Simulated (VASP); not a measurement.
Write the native input for VASP 6.6.1 that does the following.

```
Task                   : relaxation of shape and atoms at fixed volume
Functional             : revPBE
Potentials or basis    : VASP PAW PBE potentials, release 64 (Ag, B)
Cutoff                 : 600 eV
k mesh                 : 10 × 10 × 8
Occupations            : gaussian, width 0.05 eV
Spin                   : no spin polarisation
Dipole correction      : no
Further INCAR settings : ALGO = Normal; EDIFF = 1e-07; IBRION = 2; EDIFFG = -0.01; NSW = 60; ISIF = 4
```

The structure of AgB2 lies in POSCAR:

```
AgB2
1.0
    3.0333111082      0.0000000000      0.0000000000
   -1.5166555541      2.6269244773      0.0000000000
    0.0000000000      0.0000000000      4.1218361087
Ag B
1 2
Direct
    0.0000000000      0.0000000000      0.0000000000
    0.3333333333      0.6666666667      0.5000000000
    0.6666666667      0.3333333333      0.5000000000
```

These files were run (other wordings do the same):

INCAR

```
PREC     = Accurate       # precision mode
ENCUT    = 600            # plane-wave cutoff, eV
EDIFF    = 1E-7           # SCF threshold, eV
ISMEAR   = 0              # smearing method
SIGMA    = 0.05           # smearing width, eV
LREAL    = F              # projectors in reciprocal space
LASPH    = T              # aspherical terms in the spheres
NELM     = 100            # most SCF steps
ALGO     = Normal         # electronic algorithm
ISIF     = 4              # what is computed and relaxed
LWAVE    = F              # write WAVECAR
LCHARG   = F              # write CHGCAR
GGA      = RE             # functional
IBRION   = 2              # ionic algorithm
NSW      = 60             # ionic steps
EDIFFG   = -0.01          # ionic threshold
```

KPOINTS

```
Automatic mesh
0
Gamma
  10 10 8
```

Potentials or basis: VASP PAW PBE potentials, release 64 (Ag, B).

The run is started by

```sh
$ cat potpaw_PBE.64/Ag/POTCAR potpaw_PBE.64/B/POTCAR > POTCAR
$ mpirun -np 1 vasp_std > vasp.out
```

It gave:

```
Energy gained by relaxing : 0.0 meV/atom
Ionic steps               : 2
Pressure after relaxing   : -0.1 GPa
Band gap on the k mesh    : zero (an odd number of electrons rules out a gap without spin polarisation)
```

Caveat: the PAW data sets were made with another functional, which shifts forces and pressure a little.

Run time: 52 s on 1 thread of AMD EPYC 7R13 (shared host), peak memory 0.15 GiB.
